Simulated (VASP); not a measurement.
# Ti (Pm-3m) in VASP: a series of runs

The runs below take Ti through single point, relaxation of cell and atoms, with PBEsol.

Everything below comes from runs of VASP 6.6.1. Logs are shortened: lines on timing, memory, paths and dates and some standing lists are left out, and cuts for length are marked.

**1. The cell of the first run**

The structure is cubic, space group Pm-3m (No. 221). The conventional cell has a = 1.935 Å, b = 1.935 Å, c = 1.935 Å, α = 90.00°, β = 90.00°, γ = 90.00°. Within 2.6 Å of Ti (site symmetry m-3m) lie 6 Ti at 1.94 Å.

This isn't the form of Ti at room conditions, which is hcp.

**2. Single point, PBEsol**

Contents of INCAR:

```
  PREC = Accurate
  ENCUT = 520
  EDIFF = 1E-6
  ISMEAR = -1
  SIGMA = 0.1
  LREAL = False
  LASPH = True
  NELM = 60
  ALGO = Normal
  ISIF = 2
  LWAVE = False
  LCHARG = False
  GGA = PS
  NBANDS = 12
```

Contents of KPOINTS:

```
regular mesh
0
Gamma
  19 19 19
```

Contents of POSCAR:

```
Ti
1.0
    1.9352515410      0.0000000000      0.0000000000
    0.0000000000      1.9352515410      0.0000000000
    0.0000000000      0.0000000000      1.9352515410
Ti
1
Direct
    0.0000000000      0.0000000000      0.0000000000
```

Potentials or basis: VASP PAW PBE potentials, release 64 (Ti_sv).

Command:

```
$ cat potpaw_PBE.64/Ti_sv/POTCAR > POTCAR
$ mpirun -np 1 vasp_std > vasp.out
```

OUTCAR:

```text
PREC = Accurate
   ENCUT = 520
   EDIFF = 1E-6
   ISMEAR = -1
   LREAL = False
   LASPH = True
   NELM = 60
   ISIF = 2
   GGA = PS

 ion  position               nearest neighbor table
   1  0.000  0.000  0.000-

  LATTYP: Found a simple cubic cell.
 ALAT       =     1.9352515410

  Lattice vectors:

 A1 = (   1.9352515410,   0.0000000000,   0.0000000000)
 A2 = (   0.0000000000,   1.9352515410,   0.0000000000)
 A3 = (   0.0000000000,   0.0000000000,   1.9352515410)

Analysis of symmetry for initial positions (statically):
=====================================================================
 Subroutine PRICEL returns:
 Original cell was already a primitive cell.

 Routine SETGRP: Setting up the symmetry group for a
 simple cubic supercell.

 Subroutine GETGRP returns: Found 48 space group operations
 (whereof 48 operations were pure point group operations)
 out of a pool of 48 trial point group operations.

The static configuration has the point symmetry O_h .

Analysis of symmetry for dynamics (positions and initial velocities):
=====================================================================
 Subroutine PRICEL returns:
 Original cell was already a primitive cell.

 Routine SETGRP: Setting up the symmetry group for a
 simple cubic supercell.

 Subroutine GETGRP returns: Found 48 space group operations
 (whereof 48 operations were pure point group operations)
 out of a pool of 48 trial point group operations.

The dynamic configuration has the point symmetry O_h .

 Subroutine INISYM returns: Found 48 space group operations
 (whereof 48 operations are pure point group operations),
 and found     1 'primitive' translations

----------------------------------------------------------------------------------------

                                     Primitive cell

  volume of cell :       7.2479

  direct lattice vectors                    reciprocal lattice vectors
     1.935251541  0.000000000  0.000000000     0.516728693  0.000000000  0.000000000
     0.000000000  1.935251541  0.000000000     0.000000000  0.516728693  0.000000000
     0.000000000  0.000000000  1.935251541     0.000000000  0.000000000  0.516728693

  length of vectors
     1.935251541  1.935251541  1.935251541     0.516728693  0.516728693  0.516728693

  position of ions in fractional coordinates (direct lattice)
     0.000000000  0.000000000  0.000000000

  ion indices of the primitive-cell ions
   primitive index   ion index
                 1           1

----------------------------------------------------------------------------------------

 KPOINTS: regular mesh

Automatic generation of k-mesh.
 Grid dimensions read from file:
 generate k-points for:   19   19   19

 Generating k-lattice:

  Cartesian coordinates                     Fractional coordinates (reciprocal lattice)
     0.027196247  0.000000000  0.000000000     0.052631579  0.000000000  0.000000000
     0.000000000  0.027196247  0.000000000     0.000000000  0.052631579  0.000000000
     0.000000000  0.000000000  0.027196247     0.000000000  0.000000000  0.052631579

  Length of vectors
     0.027196247  0.027196247  0.027196247

  Shift w.r.t. Gamma in fractional coordinates (k-lattice)
     0.000000000  0.000000000  0.000000000

 Subroutine IBZKPT returns following result:
 ===========================================

 Found    220 irreducible k-points:

 Following reciprocal coordinates:
            Coordinates               Weight
  0.000000  0.000000  0.000000      1.000000
  0.052632  0.000000  0.000000      6.000000
  0.105263  0.000000  0.000000      6.000000
  0.157895  0.000000  0.000000      6.000000
  0.210526  0.000000  0.000000      6.000000
  0.263158  0.000000  0.000000      6.000000
[... 16 lines left out ...]
  0.263158  0.105263  0.000000     24.000000
  0.315789  0.105263  0.000000     24.000000
 [... further k-points ...]
   k-points           NKPTS =    220   k-points in BZ     NKDIM =    220   number of bands    NBANDS=     12
   number of dos      NEDOS =    301   number of ions     NIONS =      1
[... 39 lines left out ...]
  volume of cell :        7.25
 maximum number of plane-waves:       203
   NGX =  7   NGY =  7   NGZ =  7

 number of electron      12.0000007 magnetization

 Free energy of the ion-electron system (eV)
  ---------------------------------------------------
  ext. energy  EPLUGINS =         0.00000000
  ---------------------------------------------------
  free energy    TOTEN  =        -1.60070126 eV

  energy without entropy =       -1.57942857  energy(sigma->0) =       -1.59006491

 E-fermi :  20.9886     XC(G=0): -16.4979

 val. band max:       20.9550044688   @ k =   0.4737   0.3684   0.0000
 cond. band min:      21.0344332706   @ k =   0.3158   0.2632   0.2105
 fundamental gap:      0.0794288018
 Fermi energy:        20.9885894250

 k-point     1 :       0.0000    0.0000    0.0000
  band No.  band energies     occupation
      1     -37.9797      2.00000
      2      -8.4162      2.00000
      3      -8.4162      2.00000
      4      -8.4162      2.00000
      5      15.6499      2.00000
      6      15.6499      2.00000
      7      16.1557      2.00000
      8      30.6281      0.00000
      9      30.6281      0.00000
     10      30.6281      0.00000
     11      51.0478      0.00000
     12      51.0478      0.00000

 k-point     2 :       0.0526    0.0000    0.0000
  band No.  band energies     occupation
      1     -37.9306      2.00000
      2      -8.7042      2.00000
      3      -8.3926      2.00000
      4      -8.3926      2.00000
      5      15.6987      2.00000
      6      15.8901      2.00000
      7      16.3854      2.00000
      8      30.4028      0.00000
      9      30.4028      0.00000
     10      30.6446      0.00000
     11      50.2354      0.00000
     12      51.3201      0.00000

 k-point     3 :       0.1053    0.0000    0.0000
  band No.  band energies     occupation
      1     -37.7863      2.00000
      2      -9.5012      2.00000
      3      -8.3236      2.00000
      4      -8.3236      2.00000
      5      15.8419      2.00000
      6      16.2651      2.00000
      7      17.3415      2.00000
      8      29.7795      0.00000
      9      29.7795      0.00000
     10      30.6927      0.00000
     11      48.4026      0.00000
     12      52.0856      0.00000
[... 286 lines left out ...]
 k-point    23 :       0.2632    0.1053    0.0000
  band No.  band energies     occupation
      1     -36.7160      2.00000
      2     -13.1731      2.00000
      3      -8.9374      2.00000
      4      -7.8392      2.00000
      5      17.3069      2.00000
      6      18.7768      2.00000
      7      22.0284      0.00006
      8      26.7415      0.00000
      9      26.9455      0.00000
     10      30.2168      0.00000
     11      43.1724      0.00000
     12      49.2069      0.00000

 k-point    24 :       0.3158    0.1053    0.0000
  band No.  band energies     occupation
      1     -36.3540      2.00000
      2     -14.4056      2.00000
      3      -8.7621      2.00000
      4      -7.6895      2.00000
      5      17.6936      2.00000
      6      19.3589      2.00000
      7      22.5294      0.00000
      8      26.0314      0.00000
      9      27.0157      0.00000
     10      30.3381      0.00000
     11      41.8900      0.00000
     12      47.9132      0.00000

 [... further k-points ...]
[... 5 lines left out ...]
  --------------------------------------------------------------------------------------
  -------------------------------------------------------------------------------------
  Total       18.2295653     18.2295653     18.2295653     -0.0000000      0.0000000      0.0000000
  in kB     4029.7177583   4029.7177583   4029.7177583     -0.0000000      0.0000000      0.0000000
  external PRESSURE =    4029.7177583 kB  Pullay stress =       0.0000000 kB

 VOLUME and BASIS-vectors are now :
 -----------------------------------------------------------------------------
  energy-cutoff  :      520.00
  volume of cell :        7.25
      direct lattice vectors                 reciprocal lattice vectors
     1.935251541  0.000000000  0.000000000     0.516728693  0.000000000  0.000000000
     0.000000000  1.935251541  0.000000000     0.000000000  0.516728693  0.000000000
     0.000000000  0.000000000  1.935251541     0.000000000  0.000000000  0.516728693

 POSITION                                       TOTAL-FORCE (eV/Angst)
 -----------------------------------------------------------------------------------
      0.00000      0.00000      0.00000         0.000000      0.000000      0.000000
 -----------------------------------------------------------------------------------
    total drift:                               -0.000000     -0.000000     -0.000000

  FREE ENERGIE OF THE ION-ELECTRON SYSTEM (eV)
  ---------------------------------------------------
  free  energy   TOTEN  =        -1.6007012561 eV

  energy  without entropy=       -1.5794285733  energy(sigma->0) =       -1.59006491
```

It took 20 s on 1 thread of Intel Xeon 8259CL, shared host; peak memory 0.12 GiB.

What came out:

| Property | Result |
| --- | --- |
| Free energy | -1.6007 eV |
| Pressure | 403.0 GPa |
| Band gap on the k mesh | zero (bands 6 and 7 overlap by 7.64 eV) |

Caveat: atoms lie so close that the PAW spheres overlap strongly, which falsifies energies and pressures; the cell stands under pressure; the PAW data sets were made with another functional, which shifts forces and pressure a little.

**3. Single point, PBEsol**

Contents of INCAR:

```
SYSTEM = Ti
  PREC = Accurate
  ENCUT = 520
  EDIFF = 1E-6
  ISMEAR = -1
  SIGMA = 0.1
  LREAL = .FALSE.
  LASPH = .TRUE.
  NELM = 60
  ALGO = Normal
  ISIF = 2
  LWAVE = .FALSE.
  LCHARG = .FALSE.
  GGA = PS
  NBANDS = 12
```

Contents of KPOINTS:

```
regular mesh
0
G
  19 19 19
  0 0 0
```

Contents of POSCAR:

```
Ti
1.0
    1.9361897247      0.0000000000      0.0000000000
    0.0000000000      1.9361897247      0.0000000000
    0.0000000000      0.0000000000      1.9361897247
Ti
1
Direct
    0.0000000000      0.0000000000      0.0000000000
```

Potentials or basis: VASP PAW PBE potentials, release 64 (Ti_sv).

Command:

```
$ cat potpaw_PBE.64/Ti_sv/POTCAR > POTCAR
$ mpirun -np 1 vasp_std > vasp.out
```

Wall time 12 s (1 thread of Intel Xeon 8259CL, shared host); peak memory 0.12 GiB.

It converged, with:

```yaml
Free_energy: -1.6272 eV
Pressure: 401.0 GPa
Band_gap_on_the_k_mesh: zero (bands 6 and 7 overlap by 7.62 eV)
```

Levels at points of the mesh, in eV from the Fermi level:
| k point | band 2 | band 3 | band 4 | band 5 | band 6 | band 7 | band 8 | band 9 | band 10 | band 11 |
| --- | --- | --- | --- | --- | --- | --- | --- | --- | --- | --- |
| (0.00, 0.00, 0.00) | -29.41 | -29.41 | -29.41 | -5.33 | -5.33 | -4.84 | 9.63 | 9.63 | 9.63 | 30.03 |

Caveat: atoms lie so close that the PAW spheres overlap strongly, which falsifies energies and pressures; the cell stands under pressure; the PAW data sets were made with another functional, which shifts forces and pressure a little.

**4. Relaxation of cell and atoms, PBEsol, target pressure 380 GPa, at which the enthalpy is minimised**

This run uses another cell than the first one, of 7.01 Å³/atom.

Contents of INCAR:

```
PREC     = Accurate       # precision mode
ENCUT    = 600            # plane-wave cutoff, eV
EDIFF    = 1E-6           # SCF threshold, eV
ISMEAR   = -1             # smearing method
SIGMA    = 0.1            # smearing width, eV
LREAL    = F              # projectors in reciprocal space
LASPH    = T              # aspherical terms in the spheres
NELM     = 100            # most SCF steps
ALGO     = Normal         # electronic algorithm
ISIF     = 3              # what is computed and relaxed
LWAVE    = F              # write WAVECAR
LCHARG   = F              # write CHGCAR
GGA      = PS             # functional
IBRION   = 2              # ionic algorithm
NSW      = 60             # ionic steps
EDIFFG   = -0.005         # ionic threshold
PSTRESS  = 3800.0
```

Contents of KPOINTS:

```
Automatic mesh
0
Gamma
  19 19 19
```

Contents of POSCAR:

```
Ti
1.0
    1.9142174560      0.0000000000      0.0000000000
    0.0000000000      1.9142174560      0.0000000000
    0.0000000000      0.0000000000      1.9142174560
Ti
1
Direct
    0.0000000000      0.0000000000      0.0000000000
```

Command:

```
$ cat potpaw_PBE.64/Ti_sv/POTCAR > POTCAR
$ mpirun -np 1 vasp_std > vasp.out
```

It took 2.4 min on 1 thread of Intel Xeon 8259CL, shared host; peak memory 0.15 GiB.

Results (log left out):

```
Free energy                                                : -1.9069 eV
Relaxed volume                                             : 7.37 Å³/atom
Relaxed cell                                               : a = 1.946 Å, b = 1.946 Å, c = 1.946 Å, α = 90.00°, β = 90.00°, γ = 90.00°
Space group after relaxing (to 0.1 Å)                      : Pm-3m (No. 221)
Energy change on relaxing (the run minimises the enthalpy) : -928.1 meV/atom
Ionic steps                                                : 27
Pressure after relaxing                                    : 380.0 GPa
Band gap on the k mesh                                     : zero (bands 6 and 7 overlap by 7.43 eV)
```

The path:
```csv
step,energy change (eV),largest force (eV/Å),pressure (GPa),volume (Å³)
1,0.0000,0.0000,450.32,7.01
2,-5.0816,0.0000,100.40,10.63
3,-1.1263,0.0000,364.91,7.46
4,-0.9312,0.0000,379.50,7.37
5,-0.9138,0.0000,380.75,7.37
6,-0.9146,0.0000,380.80,7.37
7,-0.9170,0.0000,380.74,7.37
8,-0.9170,0.0000,380.73,7.37
9,-0.9171,0.0000,380.76,7.37
10,-0.9172,0.0000,380.57,7.37
11,-0.9174,0.0000,380.55,7.37
12,-0.9177,0.0000,380.56,7.37
13,-0.9184,0.0000,380.54,7.37
14,-0.9199,0.0000,380.49,7.37
15,-0.9227,0.0000,380.37,7.37
16,-0.9285,0.0000,380.14,7.37
17,-0.9399,0.0000,378.95,7.38
18,-0.9298,0.0000,379.54,7.37
19,-0.9288,0.0000,379.62,7.37
20,-0.9276,0.0000,379.68,7.37
21,-0.9239,0.0000,379.84,7.37
22,-0.9166,0.0000,380.52,7.37
23,-0.9221,0.0000,380.47,7.37
24,-0.9235,0.0000,380.31,7.37
25,-0.9237,0.0000,380.24,7.37
26,-0.9250,0.0000,380.17,7.37
27,-0.9281,0.0000,380.01,7.37
```

Final structure:
```yaml
crystal:
  lattice:
    - [1.94636, 0.00000, 0.00000]
    - [0.00000, 1.94636, 0.00000]
    - [0.00000, 0.00000, 1.94636]
  atoms:
    - { symbol: Ti, position: [0.00000, 0.00000, 0.00000] }
```

Levels at points of the mesh, in eV from the Fermi level:
```tsv
k point	band 3	band 4	band 5	band 6	band 7	band 8	band 9	band 10
(0.00, 0.00, 0.00)	-29.46	-29.46	-5.21	-5.21	-4.94	9.50	9.50	9.50
```

Caveat: the cell is relaxed towards a set pressure, so the run minimises the enthalpy, not the energy; atoms lie so close that the PAW spheres overlap strongly, which falsifies energies and pressures; the PAW data sets were made with another functional, which shifts forces and pressure a little.

**5. Relaxation of cell and atoms, PBEsol, target pressure 380 GPa, at which the enthalpy is minimised**

Contents of INCAR:

```
SYSTEM = Ti
PREC     = Accurate       ! precision mode
ENCUT    = 600            ! plane-wave cutoff, eV
EDIFF    = 1E-6           ! SCF threshold, eV
ISMEAR   = -1             ! smearing method
SIGMA    = 0.1            ! smearing width, eV
LREAL    = .FALSE.        ! projectors in reciprocal space
LASPH    = .TRUE.         ! aspherical terms in the spheres
NELM     = 80             ! most SCF steps
ALGO     = Normal         ! electronic algorithm
ISIF     = 3              ! what is computed and relaxed
LWAVE    = .FALSE.        ! write WAVECAR
LCHARG   = .FALSE.        ! write CHGCAR
GGA      = PS             ! functional
IBRION   = 2              ! ionic algorithm
NSW      = 32             ! ionic steps
EDIFFG   = -0.005         ! ionic threshold
PSTRESS  = 3800.0
```

Contents of KPOINTS:

```
regular mesh
0
G
  19 19 19
  0 0 0
```

Contents of POSCAR:

```
Ti
1.0
    1.9352515410      0.0000000000      0.0000000000
    0.0000000000      1.9352515410      0.0000000000
    0.0000000000      0.0000000000      1.9352515410
Ti
1
Direct
    0.0000000000      0.0000000000      0.0000000000
```

Command:

```
$ cat potpaw_PBE.64/Ti_sv/POTCAR > POTCAR
$ mpirun -np 1 vasp_std > vasp.out
```

Run time: 46 s. Hardware: 1 thread of Intel Xeon 8259CL, shared host; peak memory 0.14 GiB.

It converged, with:

- Free energy: -1.8983 eV
- Relaxed volume: 7.37 Å³/atom
- Relaxed cell: a = 1.946 Å, b = 1.946 Å, c = 1.946 Å, α = 90.00°, β = 90.00°, γ = 90.00°
- Space group after relaxing (to 0.1 Å): Pm-3m (No. 221)
- Energy change on relaxing (the run minimises the enthalpy): -297.6 meV/atom
- Ionic steps: 5
- Pressure after relaxing: 380.1 GPa
- Band gap on the k mesh: zero (bands 6 and 7 overlap by 7.44 eV)

The path:
| step | energy change (eV) | largest force (eV/Å) | pressure (GPa) | volume (Å³) |
| --- | --- | --- | --- | --- |
| 1 | 0.0000 | 0.0000 | 402.83 | 7.25 |
| 2 | -2.2300 | 0.0000 | 241.39 | 8.39 |
| 3 | -0.3252 | 0.0000 | 378.36 | 7.38 |
| 4 | -0.3035 | 0.0000 | 379.84 | 7.37 |
| 5 | -0.2976 | 0.0000 | 380.08 | 7.37 |

Final structure:
```yaml
crystal:
  lattice:
    - [1.94603, 0.00000, 0.00000]
    - [0.00000, 1.94603, 0.00000]
    - [0.00000, 0.00000, 1.94603]
  atoms:
    - { symbol: Ti, position: [0.00000, 0.00000, 0.00000] }
```

Levels at points of the mesh, in eV from the Fermi level:
```csv
k point,band 4,band 5,band 6,band 7,band 8,band 9
"(0.00, 0.00, 0.00)",-29.46,-5.21,-5.21,-4.93,9.50,9.50
```

Caveat: the cell is relaxed towards a set pressure, so the run minimises the enthalpy, not the energy; atoms lie so close that the PAW spheres overlap strongly, which falsifies energies and pressures; the PAW data sets were made with another functional, which shifts forces and pressure a little.

**6. Summary**

| task | cell | cutoff (eV) | gap on the mesh (eV) | pressure (GPa) |
| --- | --- | --- | --- | --- |
| single point | a = 1.935 Å, 1 atom | 520 | none | 403.0 |
| single point | a = 1.936 Å, 1 atom | 520 | none | 401.0 |
| relaxation of cell and atoms | relaxed to 380 GPa from a = 1.914 Å, 1 atom | 600 | none | 380.0 |
| relaxation of cell and atoms | relaxed to 380 GPa from a = 1.935 Å, 1 atom | 600 | none | 380.1 |

Alike in all rows: level PBEsol; potentials or basis VASP PAW PBE potentials, release 64 (Ti_sv); no spin polarisation; k mesh 19 × 19 × 19; smearing fermi-dirac 0.1 eV.

Caveats: atoms lie so close that the PAW spheres overlap strongly, which falsifies energies and pressures; the PAW data sets were made with another functional, which shifts forces and pressure a little; the cell stands under pressure (at least some runs); the cell is relaxed towards a set pressure, so the run minimises the enthalpy, not the energy (at least some runs).

Total energies depend on the potentials used, so only differences within one code and one set of settings carry meaning.
